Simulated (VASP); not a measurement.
Set up this calculation in VASP 6.6.1, as the native input.

```
Task                   : single point
Functional             : PBEsol
Potentials or basis    : VASP PAW PBE potentials, release 64 (Na_pv)
Cutoff                 : 520 eV
k mesh                 : 16 × 16 × 16
Occupations            : gaussian, width 0.15 eV
Spin                   : no spin polarisation
Dipole correction      : no
Further INCAR settings : ALGO = Normal; EDIFF = 1e-06; NBANDS = 10
```

The structure of Na lies in POSCAR:

```
Na
1.0
   -2.1810250000      2.1810250000      2.0857375000
    2.1810250000     -2.1810250000      2.0857375000
    2.1810250000      2.1810250000     -2.0857375000
Na
1
Direct
    0.0000000000      0.0000000000      0.0000000000
```

This cell differs from its parent crystal: strain +0.030 along x and y, -0.015 along z.

One way to write it, as run:

INCAR

```
SYSTEM = Na
  PREC = Accurate
  ENCUT = 520
  EDIFF = 1E-6
  ISMEAR = 0
  SIGMA = 0.15
  LREAL = .False.
  LASPH = .True.
  NELM = 60
  ALGO = Normal
  ISIF = 2
  LWAVE = .False.
  LCHARG = .False.
  GGA = PS
  NBANDS = 10
```

KPOINTS

```
Automatic mesh
0
Gamma
  16 16 16
  0 0 0
```

Potentials or basis: VASP PAW PBE potentials, release 64 (Na_pv).

The run is started by

```sh
$ cat potpaw_PBE.64/Na_pv/POTCAR > POTCAR
$ mpirun -np 1 vasp_std > vasp.out
```

Results of the run:

The pressure is -0.6 GPa and the band gap on the k mesh is zero (an odd number of electrons rules out a gap without spin polarisation).

Caveat: the cell differs from its parent crystal (strain +0.030 along x and y, -0.015 along z); the PAW data sets were made with another functional, which shifts forces and pressure a little.

Wall time 37 s on 1 thread of Intel(R) Xeon(R) Platinum 8559C (Emerald Rapids), with other jobs on the host, peak memory 0.23 GiB.
